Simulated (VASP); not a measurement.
# Ag (I4/mmm) in VASP: further runs

Ag is run at these levels: PBE; tasks: single point.

Everything below comes from runs of VASP 6.6.1. Logs are shortened: lines on timing, memory, paths and dates and some standing lists are left out, and cuts for length are marked.

## Step 1: The cell of the first run

Symmetry: I4/mmm, No. 139, tetragonal system. Conventional cell: a = 2.846 Å, b = 2.846 Å, c = 4.147 Å, α = 90.00°, β = 90.00°, γ = 90.00°. Ag (site symmetry 4/mmm) has 12 Ag at 2.85 to 2.89 Å within 3.7 Å.

## Step 2: Single point, PBE (strain -0.015 along x and y, +0.015 along z)

INCAR reads:

```
SYSTEM = Ag
ALGO = Normal
EDIFF = 1E-7
ENCUT = 520
GGA = PE
ISIF = 2
ISMEAR = 0
LASPH = .TRUE.
LCHARG = .FALSE.
LREAL = .FALSE.
LWAVE = .FALSE.
NBANDS = 12
NELM = 100
PREC = Accurate
SIGMA = 0.15
```

KPOINTS reads:

```
k-points
0
G
  10 10 10
  0 0 0
```

POSCAR reads:

```
Ag
1.0
    0.0000000000      2.0124535000      2.0737465000
    2.0124535000      0.0000000000      2.0737465000
    2.0124535000      2.0124535000      0.0000000000
Ag
1
Direct
    0.0000000000      0.0000000000      0.0000000000
```

Potentials or basis: VASP PAW PBE potentials, release 64 (Ag).

On the command line:

```console
$ cat potpaw_PBE.64/Ag/POTCAR > POTCAR
$ mpirun -np 1 vasp_std > vasp.out
```

OUTCAR:

```text
SYSTEM = Ag
   EDIFF = 1E-7
   ENCUT = 520
   GGA = PE
   ISIF = 2
   ISMEAR = 0
   LASPH = .TRUE.
   LREAL = .FALSE.
   NELM = 100
   PREC = Accurate

 ion  position               nearest neighbor table
   1  0.000  0.000  0.000-

  LATTYP: Found a body centered tetragonal cell.
 ALAT       =     2.8460390333
 C/A-ratio  =     1.4572860567

  Lattice vectors:

 A1 = (  -2.0124535000,   0.0000000000,   2.0737465000)
 A2 = (   2.0124535000,   0.0000000000,   2.0737465000)
 A3 = (   0.0000000000,   2.0124535000,  -2.0737465000)

Analysis of symmetry for initial positions (statically):
=====================================================================
 Subroutine PRICEL returns:
 Original cell was already a primitive cell.

 Routine SETGRP: Setting up the symmetry group for a
 body centered tetragonal supercell.

 Subroutine GETGRP returns: Found 16 space group operations
 (whereof 16 operations were pure point group operations)
 out of a pool of 16 trial point group operations.

The static configuration has the point symmetry D_4h.

Analysis of symmetry for dynamics (positions and initial velocities):
=====================================================================
 Subroutine PRICEL returns:
 Original cell was already a primitive cell.

 Routine SETGRP: Setting up the symmetry group for a
 body centered tetragonal supercell.

 Subroutine GETGRP returns: Found 16 space group operations
 (whereof 16 operations were pure point group operations)
 out of a pool of 16 trial point group operations.

The dynamic configuration has the point symmetry D_4h.

 Subroutine INISYM returns: Found 16 space group operations
 (whereof 16 operations are pure point group operations),
 and found     1 'primitive' translations

----------------------------------------------------------------------------------------

                                     Primitive cell

  volume of cell :      16.7972

  direct lattice vectors                    reciprocal lattice vectors
     0.000000000  2.012453500  2.073746500    -0.248452946  0.248452946  0.241109509
     2.012453500  0.000000000  2.073746500     0.248452946 -0.248452946  0.241109509
     2.012453500  2.012453500  0.000000000     0.248452946  0.248452946 -0.241109509

  length of vectors
     2.889704766  2.889704766  2.846039033     0.426135574  0.426135574  0.426135574

  position of ions in fractional coordinates (direct lattice)
     0.000000000  0.000000000  0.000000000

  ion indices of the primitive-cell ions
   primitive index   ion index
                 1           1

----------------------------------------------------------------------------------------

 KPOINTS: k-points

Automatic generation of k-mesh.
 Grid dimensions read from file:
 generate k-points for:   10   10   10

 Generating k-lattice:

  Cartesian coordinates                     Fractional coordinates (reciprocal lattice)
    -0.024845295  0.024845295  0.024110951     0.100000000  0.000000000  0.000000000
     0.024845295 -0.024845295  0.024110951     0.000000000  0.100000000  0.000000000
     0.024845295  0.024845295 -0.024110951    -0.000000000 -0.000000000  0.100000000

  Length of vectors
     0.042613557  0.042613557  0.042613557

  Shift w.r.t. Gamma in fractional coordinates (k-lattice)
     0.000000000  0.000000000  0.000000000

 Subroutine IBZKPT returns following result:
 ===========================================

 Found    102 irreducible k-points:

 Following reciprocal coordinates:
            Coordinates               Weight
  0.000000  0.000000  0.000000      1.000000
  0.100000 -0.000000  0.000000      8.000000
  0.200000 -0.000000  0.000000      8.000000
  0.300000  0.000000  0.000000      8.000000
  0.400000 -0.000000  0.000000      8.000000
  0.500000 -0.000000  0.000000      4.000000
[... 16 lines left out ...]
  0.300000  0.300000  0.000000      2.000000
  0.400000  0.300000  0.000000      8.000000
 [... further k-points ...]
   k-points           NKPTS =    102   k-points in BZ     NKDIM =    102   number of bands    NBANDS=     12
   number of dos      NEDOS =    301   number of ions     NIONS =      1
   total plane-waves  NPLWV =  13824
   dimension x,y,z NGX =    24 NGY =   24 NGZ =   24
   dimension x,y,z NGXF=    48 NGYF=   48 NGZF=   48
   ions per type =               1
   NGX,Y,Z   is equivalent  to a cutoff of  13.81, 13.81, 14.02 a.u.
   NGXF,Y,Z  is equivalent  to a cutoff of  27.61, 27.61, 28.04 a.u.
 SYSTEM =  Ag
   PREC   = accura    normal or accurate (medium, high low for compatibility)
   ISTART =      0    job   : 0-new  1-cont  2-samecut
   ICHARG =      2    charge: 1-file 2-atom 10-const
   ISPIN  =      1    spin polarized calculation?
   LNONCOLLINEAR =      F non collinear calculations
   LSORBIT =      F    spin-orbit coupling
   LASPH  =      T    aspherical Exc in radial PAW
   ENCUT  =  520.0 eV  38.22 Ry    6.18 a.u.   5.37  5.37  5.29*2*pi/ulx,y,z
   NELM   =    100;   NELMIN=  2; NELMDL= -5     # of ELM steps
   EDIFF  = 0.1E-06   stopping-criterion for ELM
   LREAL  =      F    real-space projection
   EDIFFG = 0.1E-05   stopping-criterion for IOM
   NSW    =      0    number of steps for IOM
   IBRION =     -1    ionic relax: 0-MD 1-quasi-New 2-CG
   NFREE  =      0    steps in history (QN), initial steepest desc. (CG)
   ISIF   =      2    stress and relaxation
   ISYM   =      2    0-nonsym 1-usesym 2-fastsym
   POTIM  = 0.5000    time-step for ionic-motion
   TEBEG  =    0.0;   TEEND  =   0.0 temperature during run
   PSTRESS=    0.0 pullay stress
   NELECT =      11.0000    total number of electrons
   NUPDOWN=      -1.0000    fix difference up-down
   EMIN   =  10.00;   EMAX   =-10.00  energy-range for DOS
   EFERMI =   0.00;   METHOD = LEGACY
   ISMEAR =     0;   SIGMA  =   0.15  broadening in eV -4-tet -1-fermi 0-gaus
   EFERMI_NEDOS =   21; number of points for ismear=-14 and -15
   IALGO  =     38    algorithm
   IMIX   =      4    mixing-type and parameters
     AMIX     =   0.40;   BMIX     =  1.00
     AMIX_MAG =   1.60;   BMIX_MAG =  1.00
  volume/ion in A,a.u.               =      16.80       113.35
  Fermi-wavevector in a.u.,A,eV,Ry     =   1.421652  2.686533 27.498655  2.021094
  Thomas-Fermi vector in A             =   2.542439
   LORBIT       =      0    0 simple, 1 ext, 2 COOP (PROOUT), +10 PAW based schemes
   GGA     = PE    functional components
   LHFCALC =     F    Hartree Fock is set to
   AEXX    =    0.0000 exact exchange contribution
   IVDW    =     0    specifies the selected vdW correction
   LEPSILON=     F    determine dielectric tensor
   LRPA    =     F    only Hartree local field effects (RPA)
 non-spin polarized calculation
 Gauss-broadening in eV      SIGMA  =   0.15
  energy-cutoff  :      520.00
  volume of cell :       16.80
 maximum number of plane-waves:       465
 NGX is ok and might be reduce to    24
   NGX = 11   NGY = 11   NGZ = 11

 number of electron      11.0000000 magnetization

 Free energy of the ion-electron system (eV)
  ---------------------------------------------------
  ext. energy  EPLUGINS =         0.00000000
  ---------------------------------------------------
  free energy    TOTEN  =        -2.68445320 eV

  energy without entropy =       -2.68068228  energy(sigma->0) =       -2.68256774

 E-fermi :   8.5678     XC(G=0): -12.2984

 val. band max:        8.5616260712   @ k =   0.5000   0.3000   0.1000
 cond. band min:       8.6926373107   @ k =   0.5000   0.1000   0.0000
 fundamental gap:      0.1310112395
 Fermi energy:         8.5678272796

 k-point     1 :       0.0000    0.0000    0.0000
  band No.  band energies     occupation
      1       0.7620      2.00000
      2       3.6527      2.00000
      3       3.8516      2.00000
      4       3.8516      2.00000
      5       4.7413      2.00000
      6       4.9439      2.00000
      7      24.7105      0.00000
      8      28.0886      0.00000
      9      28.5043      0.00000
     10      28.5043      0.00000
     11      33.2037      0.00000
     12      34.3356      0.00000

 k-point     2 :       0.1000   -0.0000    0.0000
  band No.  band energies     occupation
      1       1.0731      2.00000
      2       3.6678      2.00000
      3       3.8524      2.00000
      4       3.9344      2.00000
      5       4.7229      2.00000
      6       4.9062      2.00000
      7      24.6382      0.00000
      8      26.3368      0.00000
      9      28.3679      0.00000
     10      28.6343      0.00000
     11      32.6373      0.00000
     12      33.9849      0.00000

 k-point     3 :       0.2000   -0.0000    0.0000
  band No.  band energies     occupation
      1       1.8406      2.00000
      2       3.7170      2.00000
      3       3.9233      2.00000
      4       4.0703      2.00000
      5       4.7997      2.00000
      6       4.9060      2.00000
      7      21.8362      0.00000
      8      25.5363      0.00000
      9      28.5168      0.00000
     10      28.7735      0.00000
     11      31.4196      0.00000
     12      32.4630      0.00000
[... 286 lines left out ...]
 k-point    23 :       0.3000    0.3000    0.0000
  band No.  band energies     occupation
      1       2.5487      2.00000
      2       2.6903      2.00000
      3       5.0388      2.00000
      4       5.0388      2.00000
      5       5.3885      2.00000
      6       5.4833      2.00000
      7      21.8508      0.00000
      8      22.3688      0.00000
      9      22.3688      0.00000
     10      25.8921      0.00000
     11      26.6299      0.00000
     12      37.5338      0.00000

 k-point    24 :       0.4000    0.3000    0.0000
  band No.  band energies     occupation
      1       2.4938      2.00000
      2       2.6387      2.00000
      3       4.8868      2.00000
      4       5.1148      2.00000
      5       5.6171      2.00000
      6       7.2308      2.00000
      7      19.4443      0.00000
      8      19.8823      0.00000
      9      21.6015      0.00000
     10      26.1100      0.00000
     11      28.2833      0.00000
     12      37.5770      0.00000

 [... further k-points ...]

------------------------ aborting loop because EDIFF is reached ----------------------------------------

  FORCE on cell =-STRESS in cart. coord.  units (eV):
  Direction    XX          YY          ZZ          XY          YZ          ZX
  --------------------------------------------------------------------------------------
  -------------------------------------------------------------------------------------
  Total        0.7389883      0.7389883      0.6362624      0.0000000      0.0000000      0.0000000
  in kB       70.4872879     70.4872879     60.6889299      0.0000000      0.0000000      0.0000000
  external PRESSURE =      67.2211686 kB  Pullay stress =       0.0000000 kB

 VOLUME and BASIS-vectors are now :
 -----------------------------------------------------------------------------
  energy-cutoff  :      520.00
  volume of cell :       16.80
      direct lattice vectors                 reciprocal lattice vectors
     0.000000000  2.012453500  2.073746500    -0.248452946  0.248452946  0.241109509
     2.012453500  0.000000000  2.073746500     0.248452946 -0.248452946  0.241109509
     2.012453500  2.012453500  0.000000000     0.248452946  0.248452946 -0.241109509

 POSITION                                       TOTAL-FORCE (eV/Angst)
 -----------------------------------------------------------------------------------
      0.00000      0.00000      0.00000         0.000000      0.000000     -0.000000
 -----------------------------------------------------------------------------------
    total drift:                               -0.000000      0.000000      0.000000

  FREE ENERGIE OF THE ION-ELECTRON SYSTEM (eV)
  ---------------------------------------------------
  free  energy   TOTEN  =        -2.6844531989 eV

  energy  without entropy=       -2.6806822785  energy(sigma->0) =       -2.68256774
```

Wall time 15 s (1 thread of Intel Xeon Platinum 8259CL at 2.50GHz (Skylake/Cascade Lake), shared host); peak memory 0.15 GiB.

What came out:

| Quantity | Value |
| --- | --- |
| Free energy | -2.6845 eV |
| Pressure | 6.7 GPa |

Stress tensor (GPa, compression positive):
```
7.05 0.00 0.00
0.00 7.05 0.00
0.00 0.00 6.07
```

Levels at points of the mesh, in eV from the Fermi level:
| k point | band 2 | band 3 | band 4 | band 5 | band 6 | band 7 | band 8 | band 9 | band 10 | band 11 |
| --- | --- | --- | --- | --- | --- | --- | --- | --- | --- | --- |
| (0.00, 0.00, 0.00) | -4.92 | -4.72 | -4.72 | -3.83 | -3.62 | 16.14 | 19.52 | 19.94 | 19.94 | 24.64 |
| (0.50, 0.00, 0.00) | -4.90 | -4.72 | -2.95 | -2.86 | -0.37 | 3.77 | 15.30 | 17.83 | 18.46 | 22.79 |
| (0.50, 0.50, 0.00) | -6.33 | -2.93 | -2.70 | -2.70 | 1.33 | 6.44 | 11.18 | 11.18 | 17.78 | 17.88 |
| (0.50, 0.00, 0.50) | -6.31 | -2.95 | -2.76 | -2.61 | 1.84 | 7.19 | 10.62 | 10.66 | 17.27 | 17.36 |

Caveat: the cell differs from its parent crystal (strain -0.015 along x and y, +0.015 along z).

## Step 3: Single point, PBE (strain -0.015 along x and y, +0.030 along z)

INCAR reads:

```
SYSTEM = Ag
PREC = Accurate
ENCUT = 520
EDIFF = 1E-7
ISMEAR = 0
SIGMA = 0.15
LREAL = .FALSE.
LASPH = .TRUE.
NELM = 100
ALGO = Fast
ISIF = 2
LWAVE = .FALSE.
LCHARG = .FALSE.
GGA = PE
NBANDS = 12
```

KPOINTS reads:

```
regular mesh
0
G
  10 10 10
  0 0 0
```

POSCAR reads:

```
Ag
1.0
    0.0000000000      2.0124535000      2.1043930000
    2.0124535000      0.0000000000      2.1043930000
    2.0124535000      2.0124535000      0.0000000000
Ag
1
Direct
    0.0000000000      0.0000000000      0.0000000000
```

Potentials or basis: VASP PAW PBE potentials, release 64 (Ag).

On the command line:

```console
$ cat potpaw_PBE.64/Ag/POTCAR > POTCAR
$ mpirun -np 1 vasp_std > vasp.out
```

OUTCAR:

```text
SYSTEM = Ag
   PREC = Accurate
   ENCUT = 520
   EDIFF = 1E-7
   ISMEAR = 0
   LREAL = .FALSE.
   LASPH = .TRUE.
   NELM = 100
   ISIF = 2
   GGA = PE

 ion  position               nearest neighbor table
   1  0.000  0.000  0.000-

  LATTYP: Found a body centered tetragonal cell.
 ALAT       =     2.8460390333
 C/A-ratio  =     1.4788223038

  Lattice vectors:

 A1 = (  -2.0124535000,   0.0000000000,   2.1043930000)
 A2 = (   2.0124535000,   0.0000000000,   2.1043930000)
 A3 = (   0.0000000000,   2.0124535000,  -2.1043930000)

Analysis of symmetry for initial positions (statically):
=====================================================================
 Subroutine PRICEL returns:
 Original cell was already a primitive cell.

 Routine SETGRP: Setting up the symmetry group for a
 body centered tetragonal supercell.

 Subroutine GETGRP returns: Found 16 space group operations
 (whereof 16 operations were pure point group operations)
 out of a pool of 16 trial point group operations.

The static configuration has the point symmetry D_4h.

Analysis of symmetry for dynamics (positions and initial velocities):
=====================================================================
 Subroutine PRICEL returns:
 Original cell was already a primitive cell.

 Routine SETGRP: Setting up the symmetry group for a
 body centered tetragonal supercell.

 Subroutine GETGRP returns: Found 16 space group operations
 (whereof 16 operations were pure point group operations)
 out of a pool of 16 trial point group operations.

The dynamic configuration has the point symmetry D_4h.

 Subroutine INISYM returns: Found 16 space group operations
 (whereof 16 operations are pure point group operations),
 and found     1 'primitive' translations

----------------------------------------------------------------------------------------

                                     Primitive cell

  volume of cell :      17.0455
[... 114 lines left out ...]
   AEXX    =    0.0000 exact exchange contribution
   IVDW    =     0    specifies the selected vdW correction
   LEPSILON=     F    determine dielectric tensor
   LRPA    =     F    only Hartree local field effects (RPA)
 non-spin polarized calculation
 RMM-DIIS sequential band-by-band and
 Gauss-broadening in eV      SIGMA  =   0.15
  energy-cutoff  :      520.00
  volume of cell :       17.05
 maximum number of plane-waves:       475
 NGX is ok and might be reduce to    24
   NGX = 11   NGY = 11   NGZ = 11

 number of electron      10.9999998 magnetization

 Free energy of the ion-electron system (eV)
  ---------------------------------------------------
  ext. energy  EPLUGINS =         0.00000000
  ---------------------------------------------------
  free energy    TOTEN  =        -2.69248356 eV

  energy without entropy =       -2.68859832  energy(sigma->0) =       -2.69054094

 E-fermi :   8.3565     XC(G=0): -12.2103

 val. band max:        8.3111030475   @ k =  -0.3000   0.2000   0.1000
 cond. band min:       8.4809947344   @ k =   0.5000   0.1000   0.0000
 fundamental gap:      0.1698916869
 Fermi energy:         8.3565155790

 k-point     1 :       0.0000    0.0000    0.0000
  band No.  band energies     occupation
      1       0.6653      2.00000
      2       3.4406      2.00000
      3       3.7341      2.00000
      4       3.7341      2.00000
      5       4.5123      2.00000
      6       4.8085      2.00000
      7      24.4903      0.00000
      8      27.6522      0.00000
      9      28.2393      0.00000
     10      28.2393      0.00000
     11      32.8385      0.00000
     12      33.8335      0.00000
[... 331 lines left out ...]
 k-point    24 :       0.4000    0.3000    0.0000
  band No.  band energies     occupation
      1       2.3623      2.00000
      2       2.5058      2.00000
      3       4.6995      2.00000
      4       4.9508      2.00000
      5       5.4201      2.00000
      6       6.9629      2.00000
      7      19.0138      0.00000
      8      19.5094      0.00000
      9      21.4380      0.00000
     10      25.8963      0.00000
     11      28.0716      0.00000
     12      37.3425      0.00000

 [... further k-points ...]

------------------------ aborting loop because EDIFF is reached ----------------------------------------

  FORCE on cell =-STRESS in cart. coord.  units (eV):
  Direction    XX          YY          ZZ          XY          YZ          ZX
  --------------------------------------------------------------------------------------
  -------------------------------------------------------------------------------------
  Total        0.5808497      0.5808497      0.4435076      0.0000000      0.0000000      0.0000000
  in kB       54.5966220     54.5966220     41.6872318      0.0000000      0.0000000      0.0000000
  external PRESSURE =      50.2934919 kB  Pullay stress =       0.0000000 kB

 VOLUME and BASIS-vectors are now :
 -----------------------------------------------------------------------------
  energy-cutoff  :      520.00
  volume of cell :       17.05
      direct lattice vectors                 reciprocal lattice vectors
     0.000000000  2.012453500  2.104393000    -0.248452946  0.248452946  0.237598205
     2.012453500  0.000000000  2.104393000     0.248452946 -0.248452946  0.237598205
     2.012453500  2.012453500  0.000000000     0.248452946  0.248452946 -0.237598205

 POSITION                                       TOTAL-FORCE (eV/Angst)
 -----------------------------------------------------------------------------------
      0.00000      0.00000      0.00000        -0.000000      0.000000      0.000000
 -----------------------------------------------------------------------------------
    total drift:                               -0.000000      0.000000     -0.000000

  FREE ENERGIE OF THE ION-ELECTRON SYSTEM (eV)
  ---------------------------------------------------
  free  energy   TOTEN  =        -2.6924835649 eV

  energy  without entropy=       -2.6885983239  energy(sigma->0) =       -2.69054094
```

stdout:

```text
POSCAR found type information on POSCAR Ag
 POSCAR found :  1 types and       1 ions
 scaLAPACK will be used
 LDA part: xc-table for (Slater+PW92), standard interpolation
 POSCAR, INCAR and KPOINTS ok, starting setup
 FFT: planning ... GRIDC
 FFT: planning ... GRID_SOFT
 FFT: planning ... GRID
 WAVECAR not read
 entering main loop
```

Run time: 18 s. Hardware: 1 thread of Intel Xeon Platinum 8259CL at 2.50GHz (Skylake/Cascade Lake), shared host; peak memory 0.15 GiB.

What came out:

```
Free energy : -2.6925 eV
Pressure    : 5.0 GPa
```

Stress tensor (GPa, compression positive):
```
5.46 0.00 0.00
0.00 5.46 0.00
0.00 0.00 4.17
```

Caveat: the cell differs from its parent crystal (strain -0.015 along x and y, +0.030 along z).
